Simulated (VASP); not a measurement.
# CoSi2 (AlB2 type) (P6/mmm) in VASP: notebook

Runs on CoSi2 (AlB2 type). Level: PBE. Tasks: single point, relaxation of cell and atoms.

All numbers are computed with VASP 6.6.1; they aren't measurements. Logs are shortened: lines on timing, memory, paths and dates and some standing lists are left out, and cuts for length are marked.

**1. The cell of the first run**

The structure is hexagonal, space group P6/mmm (No. 191). The conventional cell has a = 3.629 Å, b = 3.629 Å, c = 2.222 Å, α = 90.00°, β = 90.00°, γ = 120.00°. Within 2.9 Å of Co (site symmetry 6/mmm) lie 2 Co at 2.22 Å and 12 Si at 2.37 Å. Within 2.8 Å of Si (site symmetry -6m2) lie 5 Si at 2.10 to 2.22 Å and 6 Co at 2.37 Å.

**2. Single point, PBE**

The input, INCAR:

```
SYSTEM = CoSi2
  PREC = Accurate
  ENCUT = 520
  EDIFF = 1E-7
  ISMEAR = -1
  SIGMA = 0.08
  LREAL = .False.
  LASPH = .True.
  NELM = 80
  ALGO = Normal
  ISIF = 2
  LWAVE = .False.
  LCHARG = .False.
  GGA = PE
  NBANDS = 16
```

The input, KPOINTS:

```
Automatic mesh
0
Gamma
  10 10 8
  0 0 0
```

The input, POSCAR:

```
CoSi2
1.0
    3.6287424269      0.0000000000      0.0000000000
   -1.8143712134      3.1425831255      0.0000000000
    0.0000000000      0.0000000000      2.2216681827
Co Si
1 2
Direct
    0.0000000000      0.0000000000      0.0000000000
    0.3333333333      0.6666666667      0.5000000000
    0.6666666667      0.3333333333      0.5000000000
```

Potentials or basis: VASP PAW PBE potentials, release 64 (Co, Si).

Run with:

```console
$ cat potpaw_PBE.64/Co/POTCAR potpaw_PBE.64/Si/POTCAR > POTCAR
$ mpirun -np 1 vasp_std > vasp.out
```

OUTCAR:

```text
SYSTEM = CoSi2
   PREC = Accurate
   ENCUT = 520
   EDIFF = 1E-7
   ISMEAR = -1
   LREAL = .False.
   LASPH = .True.
   NELM = 80
   ISIF = 2
   GGA = PE

 ion  position               nearest neighbor table
   1  0.000  0.000  0.000-   2 2.37   3 2.37   2 2.37   3 2.37   2 2.37   2 2.37   3 2.37   3 2.37
                             3 2.37   3 2.37   2 2.37   2 2.37
   2  0.333  0.667  0.500-   3 2.10   3 2.10   3 2.10   1 2.37   1 2.37   1 2.37   1 2.37   1 2.37
                             1 2.37   3 3.05   3 3.05   3 3.05   3 3.05   3 3.05   3 3.05
   3  0.667  0.333  0.500-   2 2.10   2 2.10   2 2.10   1 2.37   1 2.37   1 2.37   1 2.37   1 2.37
                             1 2.37   2 3.05   2 3.05   2 3.05   2 3.05   2 3.05   2 3.05

  LATTYP: Found a hexagonal cell.
 ALAT       =     3.6287424269
 C/A-ratio  =     0.6122419068

  Lattice vectors:

 A1 = (   3.6287424269,   0.0000000000,   0.0000000000)
 A2 = (  -1.8143712134,   3.1425831255,   0.0000000000)
 A3 = (   0.0000000000,   0.0000000000,   2.2216681827)

Analysis of symmetry for initial positions (statically):
=====================================================================
 Subroutine PRICEL returns:
 Original cell was already a primitive cell.

 Routine SETGRP: Setting up the symmetry group for a
 hexagonal supercell.

 Subroutine GETGRP returns: Found 24 space group operations
 (whereof 24 operations were pure point group operations)
 out of a pool of 24 trial point group operations.

The static configuration has the point symmetry D_6h.

Analysis of symmetry for dynamics (positions and initial velocities):
=====================================================================
 Subroutine PRICEL returns:
 Original cell was already a primitive cell.

 Routine SETGRP: Setting up the symmetry group for a
 hexagonal supercell.

 Subroutine GETGRP returns: Found 24 space group operations
 (whereof 24 operations were pure point group operations)
 out of a pool of 24 trial point group operations.

The dynamic configuration has the point symmetry D_6h.

 Subroutine INISYM returns: Found 24 space group operations
 (whereof 24 operations are pure point group operations),
 and found     1 'primitive' translations

----------------------------------------------------------------------------------------

                                     Primitive cell

  volume of cell :      25.3351

  direct lattice vectors                    reciprocal lattice vectors
     3.628742427  0.000000000  0.000000000     0.275577564  0.159104781  0.000000000
    -1.814371213  3.142583125  0.000000000     0.000000000  0.318209562  0.000000000
     0.000000000  0.000000000  2.221668183     0.000000000  0.000000000  0.450112221

  length of vectors
     3.628742427  3.628742427  2.221668183     0.318209562  0.318209562  0.450112221

  position of ions in fractional coordinates (direct lattice)
     0.000000000  0.000000000  0.000000000
     0.333333333  0.666666667  0.500000000
     0.666666667  0.333333333  0.500000000

  ion indices of the primitive-cell ions
   primitive index   ion index
                 1           1
                 2           2
                 3           3

----------------------------------------------------------------------------------------

 KPOINTS: Automatic mesh

Automatic generation of k-mesh.
 Grid dimensions read from file:
 generate k-points for:   10   10    8

 Generating k-lattice:

  Cartesian coordinates                     Fractional coordinates (reciprocal lattice)
     0.027557756  0.015910478  0.000000000     0.100000000  0.000000000  0.000000000
     0.000000000  0.031820956  0.000000000     0.000000000  0.100000000  0.000000000
     0.000000000  0.000000000  0.056264028     0.000000000  0.000000000  0.125000000

  Length of vectors
     0.031820956  0.031820956  0.056264028

  Shift w.r.t. Gamma in fractional coordinates (k-lattice)
     0.000000000  0.000000000  0.000000000

 Subroutine IBZKPT returns following result:
 ===========================================

 Found     70 irreducible k-points:

 Following reciprocal coordinates:
            Coordinates               Weight
  0.000000  0.000000  0.000000      1.000000
  0.100000  0.000000  0.000000      6.000000
  0.200000  0.000000  0.000000      6.000000
  0.300000 -0.000000  0.000000      6.000000
  0.400000  0.000000  0.000000      6.000000
  0.500000  0.000000  0.000000      3.000000
[... 16 lines left out ...]
  0.300000  0.100000  0.125000     24.000000
  0.400000  0.100000  0.125000     24.000000
 [... further k-points ...]
   k-points           NKPTS =     70   k-points in BZ     NKDIM =     70   number of bands    NBANDS=     16
   number of dos      NEDOS =    301   number of ions     NIONS =      3
   total plane-waves  NPLWV =  14112
   dimension x,y,z NGX =    28 NGY =   28 NGZ =   18
   dimension x,y,z NGXF=    56 NGYF=   56 NGZF=   36
   ions per type =               1   2
   NGX,Y,Z   is equivalent  to a cutoff of  12.83, 12.83, 13.47 a.u.
   NGXF,Y,Z  is equivalent  to a cutoff of  25.66, 25.66, 26.94 a.u.
 SYSTEM =  CoSi2
   PREC   = accura    normal or accurate (medium, high low for compatibility)
   ISTART =      0    job   : 0-new  1-cont  2-samecut
   ICHARG =      2    charge: 1-file 2-atom 10-const
   ISPIN  =      1    spin polarized calculation?
   LNONCOLLINEAR =      F non collinear calculations
   LSORBIT =      F    spin-orbit coupling
   LASPH  =      T    aspherical Exc in radial PAW
   ENCUT  =  520.0 eV  38.22 Ry    6.18 a.u.   6.75  6.75  4.13*2*pi/ulx,y,z
   NELM   =     80;   NELMIN=  2; NELMDL= -5     # of ELM steps
   EDIFF  = 0.1E-06   stopping-criterion for ELM
   LREAL  =      F    real-space projection
   EDIFFG = 0.1E-05   stopping-criterion for IOM
   NSW    =      0    number of steps for IOM
   IBRION =     -1    ionic relax: 0-MD 1-quasi-New 2-CG
   NFREE  =      0    steps in history (QN), initial steepest desc. (CG)
   ISIF   =      2    stress and relaxation
   ISYM   =      2    0-nonsym 1-usesym 2-fastsym
   POTIM  = 0.5000    time-step for ionic-motion
   TEBEG  =    0.0;   TEEND  =   0.0 temperature during run
   PSTRESS=    0.0 pullay stress
   NELECT =      17.0000    total number of electrons
   NUPDOWN=      -1.0000    fix difference up-down
   EMIN   =  10.00;   EMAX   =-10.00  energy-range for DOS
   EFERMI =   0.00;   METHOD = LEGACY
   ISMEAR =    -1;   SIGMA  =   0.08  broadening in eV -4-tet -1-fermi 0-gaus
   EFERMI_NEDOS =   21; number of points for ismear=-14 and -15
   IALGO  =     38    algorithm
   IMIX   =      4    mixing-type and parameters
     AMIX     =   0.40;   BMIX     =  1.00
     AMIX_MAG =   1.60;   BMIX_MAG =  1.00
  volume/ion in A,a.u.               =       8.45        56.99
  Fermi-wavevector in a.u.,A,eV,Ry     =   1.433234  2.708420 27.948539  2.054160
  Thomas-Fermi vector in A             =   2.552774
   LORBIT       =      0    0 simple, 1 ext, 2 COOP (PROOUT), +10 PAW based schemes
   GGA     = PE    functional components
   LHFCALC =     F    Hartree Fock is set to
   AEXX    =    0.0000 exact exchange contribution
   IVDW    =     0    specifies the selected vdW correction
   LEPSILON=     F    determine dielectric tensor
   LRPA    =     F    only Hartree local field effects (RPA)
 non-spin polarized calculation
  energy-cutoff  :      520.00
  volume of cell :       25.34
 maximum number of plane-waves:       704
 NGX is ok and might be reduce to    28
   NGX = 13   NGY = 13   NGZ =  9

 number of electron      16.9999998 magnetization

 Free energy of the ion-electron system (eV)
  ---------------------------------------------------
  ext. energy  EPLUGINS =         0.00000000
  ---------------------------------------------------
  free energy    TOTEN  =       -13.23644175 eV

  energy without entropy =      -13.18933812  energy(sigma->0) =      -13.21288993

 E-fermi :  17.9873     XC(G=0): -13.9778

 val. band max:       17.9861588217   @ k =   0.3000   0.1000   0.3750
 cond. band min:      17.9965446509   @ k =   0.3000   0.2000   0.3750
 fundamental gap:      0.0103858292
 Fermi energy:        17.9872849212

 k-point     1 :       0.0000    0.0000    0.0000
  band No.  band energies     occupation
      1      -0.4297      2.00000
      2       9.6371      2.00000
      3       9.6371      2.00000
      4      12.5042      2.00000
      5      14.0681      2.00000
      6      14.8184      2.00000
[... 8 lines left out ...]
     15      36.1542      0.00000
     16      36.1542      0.00000

 k-point     2 :       0.1000    0.0000    0.0000
  band No.  band energies     occupation
      1      -0.2831      2.00000
      2       8.9760      2.00000
      3       9.6281      2.00000
      4      12.3518      2.00000
      5      14.4491      2.00000
      6      14.7025      2.00000
[... 8 lines left out ...]
     15      35.4637      0.00000
     16      36.1064      0.00000

 k-point     3 :       0.2000    0.0000    0.0000
  band No.  band energies     occupation
      1       0.1514      2.00000
      2       7.6088      2.00000
      3       9.6046      2.00000
      4      11.8826      2.00000
      5      14.0226      2.00000
      6      14.4586      2.00000
[... 8 lines left out ...]
     15      33.6248      0.00000
     16      34.2309      0.00000

 k-point     4 :       0.3000   -0.0000    0.0000
  band No.  band energies     occupation
      1       0.8557      2.00000
      2       6.0911      2.00000
      3       9.5759      2.00000
      4      11.2686      2.00000
      5      13.8272      2.00000
      6      14.2287      2.00000
[... 8 lines left out ...]
     15      30.7578      0.00000
     16      32.9416      0.00000

 k-point     5 :       0.4000    0.0000    0.0000
  band No.  band energies     occupation
      1       1.7794      2.00000
      2       4.6395      2.00000
      3       9.5529      2.00000
      4      10.8049      2.00000
      5      13.7729      2.00000
      6      14.0780      2.00000
[... 8 lines left out ...]
     15      30.8936      0.00000
     16      31.6819      0.00000

 k-point     6 :       0.5000    0.0000    0.0000
  band No.  band energies     occupation
      1       2.5273      2.00000
      2       3.7097      2.00000
      3       9.5441      2.00000
      4      10.6385      2.00000
      5      13.7638      2.00000
      6      14.0264      2.00000
[... 8 lines left out ...]
     15      30.6319      0.00000
     16      30.7175      0.00000
[... 267 lines left out ...]
 k-point    21 :       0.1000    0.1000    0.1250
  band No.  band energies     occupation
      1       0.4667      2.00000
      2       8.4375      2.00000
      3       9.8123      2.00000
      4      12.4942      2.00000
      5      13.9868      2.00000
      6      13.9908      2.00000
[... 8 lines left out ...]
     15      31.8457      0.00000
     16      33.1292      0.00000

 k-point    22 :       0.2000    0.1000    0.1250
  band No.  band energies     occupation
      1       1.0282      2.00000
      2       7.1512      2.00000
      3       9.4501      2.00000
      4      12.2771      2.00000
      5      13.9010      2.00000
      6      14.0581      2.00000
[... 8 lines left out ...]
     15      31.0761      0.00000
     16      31.5401      0.00000

 k-point    23 :       0.3000    0.1000    0.1250
  band No.  band energies     occupation
      1       1.8342      2.00000
      2       5.7604      2.00000
      3       9.0984      2.00000
      4      12.0733      2.00000
      5      13.9379      2.00000
      6      14.1283      2.00000
[... 8 lines left out ...]
     15      30.4979      0.00000
     16      31.0863      0.00000

 k-point    24 :       0.4000    0.1000    0.1250
  band No.  band energies     occupation
      1       2.7668      2.00000
      2       4.5082      2.00000
      3       8.8931      2.00000
      4      11.9519      2.00000
      5      14.0254      2.00000
      6      14.1474      2.00000
[... 8 lines left out ...]
     15      29.3088      0.00000
     16      31.0033      0.00000

 [... further k-points ...]

------------------------ aborting loop because EDIFF is reached ----------------------------------------

  FORCE on cell =-STRESS in cart. coord.  units (eV):
  Direction    XX          YY          ZZ          XY          YZ          ZX
  --------------------------------------------------------------------------------------
  -------------------------------------------------------------------------------------
  Total       22.1483970     22.1483970     22.1134122      0.0000000      0.0000000     -0.0000000
  in kB     1400.6536926   1400.6536926   1398.4412685      0.0000000      0.0000000     -0.0000000
  external PRESSURE =    1399.9162179 kB  Pullay stress =       0.0000000 kB

 VOLUME and BASIS-vectors are now :
 -----------------------------------------------------------------------------
  energy-cutoff  :      520.00
  volume of cell :       25.34
      direct lattice vectors                 reciprocal lattice vectors
     3.628742427  0.000000000  0.000000000     0.275577564  0.159104781  0.000000000
    -1.814371213  3.142583125  0.000000000     0.000000000  0.318209562  0.000000000
     0.000000000  0.000000000  2.221668183     0.000000000  0.000000000  0.450112221

 POSITION                                       TOTAL-FORCE (eV/Angst)
 -----------------------------------------------------------------------------------
      0.00000      0.00000      0.00000        -0.000000      0.000000      0.000000
     -0.00000      2.09506      1.11083         0.000000     -0.000000     -0.000000
      1.81437      1.04753      1.11083        -0.000000      0.000000      0.000000
 -----------------------------------------------------------------------------------
    total drift:                               -0.000000      0.000000      0.000000

  FREE ENERGIE OF THE ION-ELECTRON SYSTEM (eV)
  ---------------------------------------------------
  free  energy   TOTEN  =       -13.2364417453 eV

  energy  without entropy=      -13.1893381174  energy(sigma->0) =      -13.21288993
```

It took 12 s on 1 thread of Intel Xeon 6975P-C (Granite Rapids), shared host; peak memory 0.15 GiB.

Results:

```yaml
Free_energy: -13.2364 eV
Pressure: 140.0 GPa
```

Spin polarisation is off, so any magnetic state and its effect on volume and gap are missing.

**3. Single point, PBE**

The input, INCAR:

```
  ALGO = Normal
  EDIFF = 1E-6
  ENCUT = 520
  GGA = PE
  ISIF = 2
  ISMEAR = -1
  LASPH = True
  LCHARG = False
  LREAL = False
  LWAVE = False
  NBANDS = 16
  NELM = 100
  PREC = Accurate
  SIGMA = 0.08
```

The input, KPOINTS:

```
k-points
0
Gamma
  10 10 8
```

The input, POSCAR:

```
CoSi2
1.0
    3.6281974994      0.0000000000      0.0000000000
   -1.8140987497      3.1421112044      0.0000000000
    0.0000000000      0.0000000000      2.2213441908
Co Si
1 2
Direct
    0.0000000000      0.0000000000      0.0000000000
    0.3333333333      0.6666666667      0.5000000000
    0.6666666667      0.3333333333      0.5000000000
```

Potentials or basis: VASP PAW PBE potentials, release 64 (Co, Si).

Run with:

```console
$ cat potpaw_PBE.64/Co/POTCAR potpaw_PBE.64/Si/POTCAR > POTCAR
$ mpirun -np 1 vasp_std > vasp.out
```

OUTCAR:

```text
EDIFF = 1E-6
   ENCUT = 520
   GGA = PE
   ISIF = 2
   ISMEAR = -1
   LASPH = True
   LREAL = False
   NELM = 100
   PREC = Accurate

 ion  position               nearest neighbor table
   1  0.000  0.000  0.000-   2 2.37   3 2.37   2 2.37   3 2.37   2 2.37   2 2.37   3 2.37   3 2.37
                             3 2.37   3 2.37   2 2.37   2 2.37
   2  0.333  0.667  0.500-   3 2.09   3 2.09   3 2.09   1 2.37   1 2.37   1 2.37   1 2.37   1 2.37
                             1 2.37   3 3.05   3 3.05   3 3.05   3 3.05   3 3.05   3 3.05
   3  0.667  0.333  0.500-   2 2.09   2 2.09   2 2.09   1 2.37   1 2.37   1 2.37   1 2.37   1 2.37
                             1 2.37   2 3.05   2 3.05   2 3.05   2 3.05   2 3.05   2 3.05

  LATTYP: Found a hexagonal cell.
 ALAT       =     3.6281974994
 C/A-ratio  =     0.6122445625

  Lattice vectors:

 A1 = (   3.6281974994,   0.0000000000,   0.0000000000)
 A2 = (  -1.8140987497,   3.1421112044,   0.0000000000)
 A3 = (   0.0000000000,   0.0000000000,   2.2213441908)

Analysis of symmetry for initial positions (statically):
=====================================================================
 Subroutine PRICEL returns:
 Original cell was already a primitive cell.

 Routine SETGRP: Setting up the symmetry group for a
[... 174 lines left out ...]
 fundamental gap:      0.0104803909
 Fermi energy:        17.9965823806

 k-point     1 :       0.0000    0.0000    0.0000
  band No.  band energies     occupation
      1      -0.4258      2.00000
      2       9.6424      2.00000
      3       9.6424      2.00000
      4      12.5099      2.00000
      5      14.0776      2.00000
      6      14.8257      2.00000
[... 433 lines left out ...]
      3       8.8990      2.00000
      4      11.9581      2.00000
      5      14.0318      2.00000
      6      14.1538      2.00000
[... 8 lines left out ...]
     15      29.3209      0.00000
     16      31.0148      0.00000

 [... further k-points ...]

------------------------ aborting loop because EDIFF is reached ----------------------------------------

  FORCE on cell =-STRESS in cart. coord.  units (eV):
  Direction    XX          YY          ZZ          XY          YZ          ZX
  --------------------------------------------------------------------------------------
  -------------------------------------------------------------------------------------
  Total       22.1829610     22.1829610     22.1470593      0.0000000      0.0000000      0.0000000
  in kB     1403.4655926   1403.4655926   1401.1941776      0.0000000      0.0000000      0.0000000
  external PRESSURE =    1402.7084543 kB  Pullay stress =       0.0000000 kB

 VOLUME and BASIS-vectors are now :
 -----------------------------------------------------------------------------
  energy-cutoff  :      520.00
  volume of cell :       25.32
      direct lattice vectors                 reciprocal lattice vectors
     3.628197499  0.000000000  0.000000000     0.275618954  0.159128677  0.000000000
    -1.814098750  3.142111204  0.000000000     0.000000000  0.318257355  0.000000000
     0.000000000  0.000000000  2.221344191     0.000000000  0.000000000  0.450177872

 POSITION                                       TOTAL-FORCE (eV/Angst)
 -----------------------------------------------------------------------------------
      0.00000      0.00000      0.00000        -0.000000     -0.000000      0.000000
     -0.00000      2.09474      1.11067         0.000000     -0.000000     -0.000000
      1.81410      1.04737      1.11067        -0.000000      0.000000      0.000000
 -----------------------------------------------------------------------------------
    total drift:                               -0.000000      0.000000      0.000000

  FREE ENERGIE OF THE ION-ELECTRON SYSTEM (eV)
  ---------------------------------------------------
  free  energy   TOTEN  =       -13.2265541706 eV

  energy  without entropy=      -13.1794807728  energy(sigma->0) =      -13.20301747
```

stdout:

```text
POSCAR found type information on POSCAR CoSi
 POSCAR found :  2 types and       3 ions
 scaLAPACK will be used
 LDA part: xc-table for (Slater+PW92), standard interpolation
 POSCAR, INCAR and KPOINTS ok, starting setup
 FFT: planning ... GRIDC
 FFT: planning ... GRID_SOFT
 FFT: planning ... GRID
 WAVECAR not read
 entering main loop
```

Wall time 12 s (1 thread of Intel Xeon 6975P-C (Granite Rapids), shared host); peak memory 0.15 GiB.

Results:

- Free energy: -13.2266 eV
- Pressure: 140.3 GPa

Stress tensor (GPa, compression positive):
```
140.35   0.00   0.00
  0.00 140.35   0.00
  0.00   0.00 140.12
```

Levels at points of the mesh, in eV from the Fermi level:
| k point | band 7 | band 8 | band 9 | band 10 | band 11 | band 12 |
| --- | --- | --- | --- | --- | --- | --- |
| (0.00, 0.00, 0.00) | -3.17 | -1.48 | -1.48 | 0.37 | 0.37 | 5.12 |
| (0.50, 0.00, 0.00) | -1.67 | -1.54 | 0.20 | 5.21 | 5.33 | 6.65 |
| (0.00, 0.00, 0.50) | -1.33 | -1.33 | -0.24 | 0.46 | 5.29 | 5.29 |
| (0.50, 0.00, 0.50) | -2.76 | -0.51 | -0.08 | 0.65 | 1.01 | 1.21 |

Spin polarisation is off, so any magnetic state and its effect on volume and gap are missing.

(Continued in part 2 of 2.)
